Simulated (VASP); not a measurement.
# CuSn2O2 in VASP: single point with PBE+D3(BJ)

Aim: the single point of CuSn2O2 with PBE+D3(BJ).

Everything below comes from runs of VASP 6.6.1. Logs are shortened: lines on timing, memory, paths and dates and some standing lists are left out, and cuts for length are marked.

### 1 The cell of the first run

The cell holds a slab with vacuum, 5 atoms: a = 3.820 Å, b = 3.820 Å, c = 19.363 Å, α = 90.00°, β = 90.00°, γ = 90.00°.

### 2 Single point, PBE+D3(BJ), collinear spin

Input file INCAR:

```
PREC = Accurate
ENCUT = 520
EDIFF = 1E-6
ISMEAR = 0
SIGMA = 0.05
LREAL = False
LASPH = True
NELM = 150
ALGO = Fast
ISIF = 2
LWAVE = False
LCHARG = False
ISPIN = 2
MAGMOM = 0 0 0 0 1
LORBIT = 11
LMAXMIX = 4
LDIPOL = True
IDIPOL = 3
DIPOL = 0.5 0.5 0.311
GGA = PE
IVDW = 12
NBANDS = 38
```

Input file KPOINTS:

```
regular mesh
0
Gamma
  7 7 1
```

Input file POSCAR:

```
CuSn2O2
1.0
    3.8201708766      0.0000000000      0.0000000000
    0.0000000000      3.8201708766      0.0000000000
    0.0000000000      0.0000000000     19.3630360333
Sn O Cu
2 2 1
Direct
    0.5000000000      0.0000000000      0.2065791745
    0.0000000000      0.5000000000      0.3286176828
    0.0000000000      0.0000000000      0.2675984287
    0.5000000000      0.5000000000      0.2675984287
    0.2500000000      0.8750000000      0.4835520637
```

Potentials or basis: VASP PAW PBE potentials, release 64 (Sn_d, O, Cu).

The run is started by

```
> cat potpaw_PBE.64/Sn_d/POTCAR potpaw_PBE.64/O/POTCAR potpaw_PBE.64/Cu/POTCAR > POTCAR
> mpirun -np 1 vasp_std > vasp.out
```

OUTCAR:

```text
PREC = Accurate
   ENCUT = 520
   EDIFF = 1E-6
   ISMEAR = 0
   LREAL = False
   LASPH = True
   NELM = 150
   ISIF = 2
   ISPIN = 2
   LORBIT = 11
   GGA = PE
   IVDW = 12
 IVDW          = 12

 ion  position               nearest neighbor table
   1  0.500  0.000  0.207-   3 2.25   4 2.25   4 2.25   3 2.25   2 3.59   2 3.59   2 3.59   2 3.59

   2  0.000  0.500  0.329-   3 2.25   4 2.25   3 2.25   4 2.25   1 3.59   1 3.59   1 3.59   1 3.59

   3  0.000  0.000  0.268-   2 2.25   2 2.25   1 2.25   1 2.25
   4  0.500  0.500  0.268-   2 2.25   2 2.25   1 2.25   1 2.25
   5  0.250  0.875  0.484-

  LATTYP: Found a simple tetragonal cell.
 ALAT       =     3.8201708766
 C/A-ratio  =     5.0686308699

  Lattice vectors:

 A1 = (   3.8201708766,   0.0000000000,   0.0000000000)
 A2 = (   0.0000000000,   3.8201708766,   0.0000000000)
 A3 = (   0.0000000000,   0.0000000000,  19.3630360333)

Analysis of symmetry for initial positions (statically):
=====================================================================
 Subroutine PRICEL returns:
 Original cell was already a primitive cell.

 Routine SETGRP: Setting up the symmetry group for a
 simple tetragonal supercell.

 Subroutine GETGRP returns: Found  1 space group operations
 (whereof  1 operations were pure point group operations)
 out of a pool of 16 trial point group operations.

The static configuration has the point symmetry C_1 .

Analysis of symmetry for dynamics (positions and initial velocities):
=====================================================================
 Subroutine PRICEL returns:
 Original cell was already a primitive cell.

 Routine SETGRP: Setting up the symmetry group for a
 simple tetragonal supercell.

 Subroutine GETGRP returns: Found  1 space group operations
 (whereof  1 operations were pure point group operations)
 out of a pool of 16 trial point group operations.

The dynamic configuration has the point symmetry C_1 .

Analysis of structural, dynamic, and magnetic symmetry:
=====================================================================
 Subroutine PRICEL returns:
 Original cell was already a primitive cell.

 Routine SETGRP: Setting up the symmetry group for a
 simple tetragonal supercell.

 Subroutine GETGRP returns: Found  1 space group operations
 (whereof  1 operations were pure point group operations)
 out of a pool of 16 trial point group operations.

The overall configuration has the point symmetry C_1 .

 Subroutine INISYM returns: Found  1 space group operations
 (whereof  1 operations are pure point group operations),
 and found     1 'primitive' translations

----------------------------------------------------------------------------------------

                                     Primitive cell

  volume of cell :     282.5784

  direct lattice vectors                    reciprocal lattice vectors
     3.820170877  0.000000000  0.000000000     0.261768395  0.000000000  0.000000000
     0.000000000  3.820170877  0.000000000     0.000000000  0.261768395  0.000000000
     0.000000000  0.000000000 19.363036033     0.000000000  0.000000000  0.051644794

  length of vectors
     3.820170877  3.820170877 19.363036033     0.261768395  0.261768395  0.051644794

  position of ions in fractional coordinates (direct lattice)
     0.500000000  0.000000000  0.206579174
     0.000000000  0.500000000  0.328617683
     0.000000000  0.000000000  0.267598429
     0.500000000  0.500000000  0.267598429
     0.250000000  0.875000000  0.483552064

  ion indices of the primitive-cell ions
   primitive index   ion index
                 1           1
                 2           2
                 3           3
                 4           4
                 5           5

----------------------------------------------------------------------------------------

 KPOINTS: regular mesh

Automatic generation of k-mesh.
 Grid dimensions read from file:
[... 47 lines left out ...]
   number of dos      NEDOS =    301   number of ions     NIONS =      5
   total plane-waves  NPLWV = 112896
   dimension x,y,z NGX =    28 NGY =   28 NGZ =  144
   dimension x,y,z NGXF=    56 NGYF=   56 NGZF=  288
   ions per type =               2   2   1
   NGX,Y,Z   is equivalent  to a cutoff of  12.19, 12.19, 12.36 a.u.
   NGXF,Y,Z  is equivalent  to a cutoff of  24.37, 24.37, 24.73 a.u.
 SYSTEM =  unknown system
   PREC   = accura    normal or accurate (medium, high low for compatibility)
   ISTART =      0    job   : 0-new  1-cont  2-samecut
   ICHARG =      2    charge: 1-file 2-atom 10-const
   ISPIN  =      2    spin polarized calculation?
   LNONCOLLINEAR =      F non collinear calculations
   LSORBIT =      F    spin-orbit coupling
   LASPH  =      T    aspherical Exc in radial PAW
   ENCUT  =  520.0 eV  38.22 Ry    6.18 a.u.   7.10  7.10 36.00*2*pi/ulx,y,z
   NELM   =    150;   NELMIN=  2; NELMDL= -5     # of ELM steps
   EDIFF  = 0.1E-05   stopping-criterion for ELM
   LREAL  =      F    real-space projection
   EDIFFG = 0.1E-04   stopping-criterion for IOM
   NSW    =      0    number of steps for IOM
   IBRION =     -1    ionic relax: 0-MD 1-quasi-New 2-CG
   NFREE  =      0    steps in history (QN), initial steepest desc. (CG)
   ISIF   =      2    stress and relaxation
   ISYM   =      2    0-nonsym 1-usesym 2-fastsym
   POTIM  = 0.5000    time-step for ionic-motion
   TEBEG  =    0.0;   TEEND  =   0.0 temperature during run
   PSTRESS=    0.0 pullay stress
   NELECT =      51.0000    total number of electrons
   NUPDOWN=      -1.0000    fix difference up-down
   EMIN   =  10.00;   EMAX   =-10.00  energy-range for DOS
   EFERMI =   0.00;   METHOD = LEGACY
   ISMEAR =     0;   SIGMA  =   0.05  broadening in eV -4-tet -1-fermi 0-gaus
   EFERMI_NEDOS =   21; number of points for ismear=-14 and -15
   IALGO  =     68    algorithm
   IMIX   =      4    mixing-type and parameters
     AMIX     =   0.40;   BMIX     =  1.00
     AMIX_MAG =   1.60;   BMIX_MAG =  1.00
  volume/ion in A,a.u.               =      56.52       381.39
  Fermi-wavevector in a.u.,A,eV,Ry     =   0.925164  1.748306 11.645604  0.855928
  Thomas-Fermi vector in A             =   2.050988
   LORBIT       =     11    0 simple, 1 ext, 2 COOP (PROOUT), +10 PAW based schemes
   GGA     = PE    functional components
   LHFCALC =     F    Hartree Fock is set to
   AEXX    =    0.0000 exact exchange contribution
   IVDW    =    12    specifies the selected vdW correction
   LEPSILON=     F    determine dielectric tensor
   LRPA    =     F    only Hartree local field effects (RPA)
 spin polarized calculation
 RMM-DIIS sequential band-by-band and
 Gauss-broadening in eV      SIGMA  =   0.05
  energy-cutoff  :      520.00
  volume of cell :      282.58
 maximum number of plane-waves:      7644
   NGX = 15   NGY = 15   NGZ = 73

 dipolmoment           0.000000      0.000000     -0.001886 electrons x Angstroem

 number of electron      50.9999960 magnetization       0.0022777

 number of electron      50.9999960 magnetization      -0.0004426

 dipolmoment           0.000000      0.000000      0.046098 electrons x Angstroem

 Free energy of the ion-electron system (eV)
  ---------------------------------------------------
  ext. energy  EPLUGINS =         0.00000000
  ---------------------------------------------------
  free energy    TOTEN  =       -23.57585093 eV

  energy without entropy =      -23.57356244  energy(sigma->0) =      -23.57470669

 E-fermi :  -1.0036     XC(G=0):  -4.2463

 val. band max:       -1.0954256852   @ k =   0.0000   0.4286   0.0000
 cond. band min:      -0.9941888432   @ k =   0.1429   0.4286   0.0000
 fundamental gap:      0.1012368420
 Fermi energy:        -1.0035659930

 spin component 1

 k-point     1 :       0.0000    0.0000    0.0000
  band No.  band energies     occupation
      1     -22.8508      1.00000
      2     -22.4917      1.00000
      3     -22.4603      1.00000
      4     -22.4575      1.00000
      5     -22.4440      1.00000
      6     -22.4188      1.00000
[... 949 lines left out ...]
     36       5.5900      0.00000
     37       6.1898      0.00000

 [... further k-points ...]

 spin component 2

 k-point     1 :       0.0000    0.0000    0.0000
  band No.  band energies     occupation
      1     -22.8508      1.00000
      2     -22.4917      1.00000
      3     -22.4603      1.00000
      4     -22.4575      1.00000
      5     -22.4440      1.00000
      6     -22.4188      1.00000
[... 949 lines left out ...]
     36       5.5898      0.00000
     37       6.1890      0.00000

 [... further k-points ...]

 [bands above 37 left out]

------------------------ aborting loop because EDIFF is reached ----------------------------------------

 vacuum level on the upper side and lower side of the slab       (xc-potential included)         0.275        -0.281

 Edisp (eV)   -0.83584

 E8    (eV) :    -0.3742

  FORCE on cell =-STRESS in cart. coord.  units (eV):
  Direction    XX          YY          ZZ          XY          YZ          ZX
  --------------------------------------------------------------------------------------
  -------------------------------------------------------------------------------------
  Total      -1.83211    -1.33977    -0.98290    -0.09838    -0.17296    -0.32111
  in kB     -10.38778    -7.59631    -5.57292    -0.55781    -0.98066    -1.82067
  external pressure =       -7.85 kB  Pullay stress =        0.00 kB

 VOLUME and BASIS-vectors are now :
 -----------------------------------------------------------------------------
  energy-cutoff  :      520.00
  volume of cell :      282.58
      direct lattice vectors                 reciprocal lattice vectors
     3.820170877  0.000000000  0.000000000     0.261768395  0.000000000  0.000000000
     0.000000000  3.820170877  0.000000000     0.000000000  0.261768395  0.000000000
     0.000000000  0.000000000 19.363036033     0.000000000  0.000000000  0.051644794

 POSITION                                       TOTAL-FORCE (eV/Angst)
 -----------------------------------------------------------------------------------
      1.91009      0.00000      4.00000         0.009115      0.004329     -0.062253
      0.00000      1.91009      6.36304         0.113808      0.073865      0.267165
      0.00000      0.00000      5.18152        -0.012252     -0.016178      0.023593
      1.91009      1.91009      5.18152        -0.004217     -0.001014      0.077198
      0.95504      3.34265      9.36304        -0.106454     -0.061003     -0.305703
 -----------------------------------------------------------------------------------
    total drift:                               -0.000064     -0.000035      0.002231

  FREE ENERGIE OF THE ION-ELECTRON SYSTEM (eV)
  ---------------------------------------------------
  free  energy   TOTEN  =       -24.4116883538 eV

  energy  without entropy=      -24.4093998564  energy(sigma->0) =      -24.41054411

 vacuum level on the upper side and lower side of the slab         3.740         3.154

 total charge

# of ion       s       p       d       tot
------------------------------------------
    1        1.280   0.762  10.054  12.097
    2        1.265   0.753  10.059  12.076
    3        1.577   3.428   0.000   5.005
    4        1.578   3.426   0.000   5.004
    5        0.337   0.020   9.360   9.717
--------------------------------------------------
tot          6.037   8.389  29.473  43.900

 magnetization (x)

# of ion       s       p       d       tot
------------------------------------------
    1        0.000  -0.000  -0.000   0.000
    2        0.000  -0.000  -0.000  -0.000
    3       -0.000  -0.000   0.000  -0.000
    4       -0.000  -0.000   0.000  -0.000
    5       -0.000  -0.000  -0.000  -0.000
--------------------------------------------------
tot         -0.000  -0.000  -0.000  -0.000
```

It took 13 min on 1 thread of Oxide Virtual Turin-like, shared host; peak memory 0.65 GiB.

What came out:

```yaml
Free_energy: -24.4117 eV
Largest_force: 0.329 eV/Å
Net_moment: 0.00 μB per cell
Valence_electrons_inside_the_program's_atomic_spheres: Sn 12.10, 12.08; O 5.00; Cu 9.72
Dispersion_energy_per_atom: -0.167 eV
```

Forces in eV/Å, atoms in the order of the input:
```
Sn   0.009  0.004 -0.062
Sn   0.114  0.074  0.267
O   -0.012 -0.016  0.024
O   -0.004 -0.001  0.077
Cu  -0.106 -0.061 -0.306
```

Caveat: spin-orbit coupling is left out, which moves the levels of the heavy elements. With open d or f shells a metallic result of PBE can be an artefact of self-interaction; +U or a hybrid may open a gap.
